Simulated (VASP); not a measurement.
# BaGa3Ni in VASP: single point with PBE

Aim: the single point of BaGa3Ni with PBE.

Everything below comes from runs of VASP 6.6.1. Logs are shortened: lines on timing, memory, paths and dates and some standing lists are left out, and cuts for length are marked.

### Step 1. The cell of the first run

The typed cell holds 10 atoms: a = 6.464 Å, b = 6.464 Å, c = 5.441 Å, α = 90.00°, β = 90.00°, γ = 60.00°.

### Step 2. Single point, PBE

File INCAR:

```
PREC     = Accurate       # precision mode
ENCUT    = 520            # plane-wave cutoff, eV
EDIFF    = 1E-7           # SCF threshold, eV
ISMEAR   = 0              # smearing method
SIGMA    = 0.0223         # smearing width, eV
LREAL    = F              # projectors in reciprocal space
LASPH    = T              # aspherical terms in the spheres
NELM     = 60             # most SCF steps
ALGO     = Normal         # electronic algorithm
ISIF     = 2              # what is computed and relaxed
LWAVE    = F              # write WAVECAR
LCHARG   = T              # write CHGCAR
GGA      = PE             # functional
LELF     = T              # ELF
LVHAR    = T            
NBANDS   = 70             # bands
```

File KPOINTS:

```
Automatic mesh
0
Gamma
  3 3 4
```

File POSCAR:

```
BaGa3Ni
1.0
    3.2318580000      5.5977380000      0.0000000000
   -3.2318580000      5.5977380000      0.0000000000
    0.0000000000      0.0000000000      5.4412000000
Ga Ni Ba
6 2 2
Direct
    0.2964000000      0.8518000000      0.5000000000
    0.8518000000      0.8518000000      0.5000000000
    0.8518000000      0.2964000000      0.5000000000
    0.7036000000      0.1482000000      0.0000000000
    0.1482000000      0.1482000000      0.0000000000
    0.1482000000      0.7036000000      0.0000000000
    0.0000000000      0.0000000000      0.2559400000
    0.0000000000      0.0000000000      0.7440600000
    0.3333000000      0.3334000000      0.5000000000
    0.6667000000      0.6666000000      0.0000000000
```

Potentials or basis: VASP PAW PBE potentials, release 64 (Ga_d, Ni, Ba_sv).

The run is started by

```bash
$ cat potpaw_PBE.64/Ga_d/POTCAR potpaw_PBE.64/Ni/POTCAR potpaw_PBE.64/Ba_sv/POTCAR > POTCAR
$ mpirun -np 1 vasp_std > vasp.out
```

OUTCAR:

```text
PREC = Accurate
   ENCUT = 520
   EDIFF = 1E-7
   ISMEAR = 0
   LREAL = F
   LASPH = T
   NELM = 60
   ISIF = 2
   GGA = PE

 ion  position               nearest neighbor table
   1  0.296  0.852  0.500-   7 2.13   8 2.13   2 2.87   3 2.87   9 3.24   9 3.24  10 3.42  10 3.42

   2  0.852  0.852  0.500-   7 2.13   8 2.13   1 2.87   3 2.87   9 3.24   9 3.24  10 3.42  10 3.42

   3  0.852  0.296  0.500-   7 2.13   8 2.13   2 2.87   1 2.87   9 3.24   9 3.24  10 3.42  10 3.42
[... 9 lines left out ...]
   8  0.000  0.000  0.744-   2 2.13   1 2.13   3 2.13   5 2.17   4 2.17   6 2.17   7 2.66   7 2.79

   9  0.333  0.333  0.500-   1 3.24   2 3.24   3 3.24   3 3.24   1 3.24   2 3.24   6 3.42   6 3.42
                             5 3.42   5 3.42   4 3.42   4 3.42  10 4.62  10 4.62  10 4.62  10 4.62
  10  0.667  0.667  0.000-   4 3.24   5 3.24   6 3.24   6 3.24   4 3.24   5 3.24   3 3.42   3 3.42
                             2 3.42   2 3.42   1 3.42   1 3.42   9 4.62   9 4.62   9 4.62   9 4.62

  LATTYP: Found a hexagonal cell.
 ALAT       =     6.4637123117
 C/A-ratio  =     0.8418072676

  Lattice vectors:

 A1 = (   3.2318580000,  -5.5977380000,   0.0000000000)
 A2 = (   3.2318580000,   5.5977380000,   0.0000000000)
 A3 = (   0.0000000000,   0.0000000000,   5.4412000000)

Analysis of symmetry for initial positions (statically):
=====================================================================
 Subroutine PRICEL returns:
 Original cell was already a primitive cell.

 Routine SETGRP: Setting up the symmetry group for a
 hexagonal supercell.

 Subroutine GETGRP returns: Found  4 space group operations
 (whereof  4 operations were pure point group operations)
 out of a pool of 24 trial point group operations.

The static configuration has the point symmetry C_2v.

Analysis of symmetry for dynamics (positions and initial velocities):
=====================================================================
 Subroutine PRICEL returns:
 Original cell was already a primitive cell.

 Routine SETGRP: Setting up the symmetry group for a
 hexagonal supercell.

 Subroutine GETGRP returns: Found  4 space group operations
 (whereof  4 operations were pure point group operations)
 out of a pool of 24 trial point group operations.

The dynamic configuration has the point symmetry C_2v.

 Subroutine INISYM returns: Found  4 space group operations
 (whereof  4 operations are pure point group operations),
 and found     1 'primitive' translations

[... 104 lines left out ...]
   ISYM   =      2    0-nonsym 1-usesym 2-fastsym
   POTIM  = 0.5000    time-step for ionic-motion
   TEBEG  =    0.0;   TEEND  =   0.0 temperature during run
   PSTRESS=    0.0 pullay stress
   NELECT =     118.0000    total number of electrons
   NUPDOWN=      -1.0000    fix difference up-down
   EMIN   =  10.00;   EMAX   =-10.00  energy-range for DOS
   EFERMI =   0.00;   METHOD = LEGACY
   ISMEAR =     0;   SIGMA  =   0.02  broadening in eV -4-tet -1-fermi 0-gaus
   EFERMI_NEDOS =   21; number of points for ismear=-14 and -15
   IALGO  =     38    algorithm
   IMIX   =      4    mixing-type and parameters
     AMIX     =   0.40;   BMIX     =  1.00
     AMIX_MAG =   1.60;   BMIX_MAG =  1.00
  volume/ion in A,a.u.               =      19.69       132.86
  Fermi-wavevector in a.u.,A,eV,Ry     =   1.380296  2.608382 25.922063  1.905218
  Thomas-Fermi vector in A             =   2.505186
   LORBIT       =      0    0 simple, 1 ext, 2 COOP (PROOUT), +10 PAW based schemes
   GGA     = PE    functional components
   LHFCALC =     F    Hartree Fock is set to
   AEXX    =    0.0000 exact exchange contribution
   IVDW    =     0    specifies the selected vdW correction
   LEPSILON=     F    determine dielectric tensor
   LRPA    =     F    only Hartree local field effects (RPA)
 non-spin polarized calculation
 Gauss-broadening in eV      SIGMA  =   0.02
  energy-cutoff  :      520.00
  volume of cell :      196.87
 maximum number of plane-waves:      5311
   NGX = 25   NGY = 25   NGZ = 21

 number of electron     118.0000018 magnetization

 Free energy of the ion-electron system (eV)
  ---------------------------------------------------
  ext. energy  EPLUGINS =         0.00000000
  ---------------------------------------------------
  free energy    TOTEN  =       -30.84857876 eV

  energy without entropy =      -30.84407429  energy(sigma->0) =      -30.84632652

 E-fermi :   5.3249     XC(G=0): -10.7920

 val. band max:        5.3164277487   @ k =   0.3333   0.0000   0.5000
 cond. band min:       5.3419813265   @ k =   0.0000   0.0000   0.2500
 fundamental gap:      0.0255535778
 Fermi energy:         5.3248898419

 k-point     1 :       0.0000    0.0000    0.0000
  band No.  band energies     occupation
      1     -21.8776      2.00000
      2     -21.8378      2.00000
      3      -9.6033      2.00000
      4      -9.5385      2.00000
      5      -9.4929      2.00000
      6      -9.4929      2.00000
[... 865 lines left out ...]
     69       8.6994      0.00000
     70       8.7090      0.00000

------------------------ aborting loop because EDIFF is reached ----------------------------------------

  FORCE on cell =-STRESS in cart. coord.  units (eV):
  Direction    XX          YY          ZZ          XY          YZ          ZX
  --------------------------------------------------------------------------------------
  -------------------------------------------------------------------------------------
  Total       27.5075398     27.5079246     26.7832966      0.0003695      0.0000000      0.0000000
  in kB      223.8580978    223.8612292    217.9641606      0.0030069      0.0000000      0.0000000
  external PRESSURE =     221.8944959 kB  Pullay stress =       0.0000000 kB

 VOLUME and BASIS-vectors are now :
 -----------------------------------------------------------------------------
  energy-cutoff  :      520.00
  volume of cell :      196.87
      direct lattice vectors                 reciprocal lattice vectors
     3.231858000  5.597738000  0.000000000     0.154709768  0.089321794  0.000000000
    -3.231858000  5.597738000  0.000000000    -0.154709768  0.089321794  0.000000000
     0.000000000  0.000000000  5.441200000     0.000000000  0.000000000  0.183782989

 POSITION                                       TOTAL-FORCE (eV/Angst)
 -----------------------------------------------------------------------------------
     -1.79497      6.42732      2.72060         4.251587      2.455870      0.000000
      0.00000      9.53631      2.72060        -0.001054     -4.909915      0.000000
      1.79497      6.42732      2.72060        -4.251673      2.454703      0.000000
      1.79497      4.76815      0.00000        -3.493482     -2.018211      0.000000
      0.00000      1.65917      0.00000         0.001082      4.034547      0.000000
     -1.79497      4.76815      0.00000         3.493526     -2.016987      0.000000
      0.00000      0.00000      1.39262         0.000022     -0.000013     -1.005173
      0.00000      0.00000      4.04858         0.000022     -0.000013      1.005173
     -0.00032      3.73201      2.72060         0.002213     -0.001278      0.000000
      0.00032      7.46346      0.00000        -0.002244      0.001296      0.000000
 -----------------------------------------------------------------------------------
    total drift:                                0.000002     -0.000005     -0.000001

  FREE ENERGIE OF THE ION-ELECTRON SYSTEM (eV)
  ---------------------------------------------------
  free  energy   TOTEN  =       -30.8485787571 eV

  energy  without entropy=      -30.8440742863  energy(sigma->0) =      -30.84632652
```

stdout:

```text
POSCAR found type information on POSCAR GaNiBa
 POSCAR found :  3 types and      10 ions
 scaLAPACK will be used
 LDA part: xc-table for (Slater+PW92), standard interpolation
 POSCAR, INCAR and KPOINTS ok, starting setup
 FFT: planning ... GRIDC
 FFT: planning ... GRID_SOFT
 FFT: planning ... GRID
 WAVECAR not read
 entering main loop
```

It took 3.3 min on 1 thread of Intel Xeon Platinum 8375C at 2.90GHz (Ice Lake), shared host; peak memory 0.37 GiB.

What came out:

* Free energy: -30.8486 eV
* Pressure: 22.2 GPa
* Largest force: 4.910 eV/Å
* Band gap on the k mesh: zero (bands 59 and 60 overlap by 0.77 eV)

Forces in eV/Å, atoms in the order of the input:
```
Ga   4.252  2.456  0.000
Ga  -0.001 -4.910  0.000
Ga  -4.252  2.455  0.000
Ga  -3.493 -2.018  0.000
Ga   0.001  4.035  0.000
Ga   3.494 -2.017  0.000
Ni   0.000  0.000 -1.005
Ni   0.000  0.000  1.005
Ba   0.002 -0.001  0.000
Ba  -0.002  0.001  0.000
```

Levels at points of the mesh, in eV from the Fermi level:
```csv
k point,band 55,band 56,band 57,band 58,band 59,band 60,band 61,band 62,band 63,band 64
"(0.00, 0.00, 0.00)",-1.13,-1.13,-0.87,-0.85,-0.85,1.24,1.24,1.36,1.36,1.93
"(0.00, 0.00, 0.50)",-1.67,-1.65,-0.05,-0.05,-0.05,-0.05,1.26,1.43,4.70,4.70
```

Caveat: the k points lie up to 0.37 Å⁻¹ apart, too coarse for converged energies and pressures of a metal; spin-orbit coupling is left out, which moves the levels of the heavy elements; forces of over 1 eV/Å act on the atoms, so gaps and moduli don't describe the material at rest.
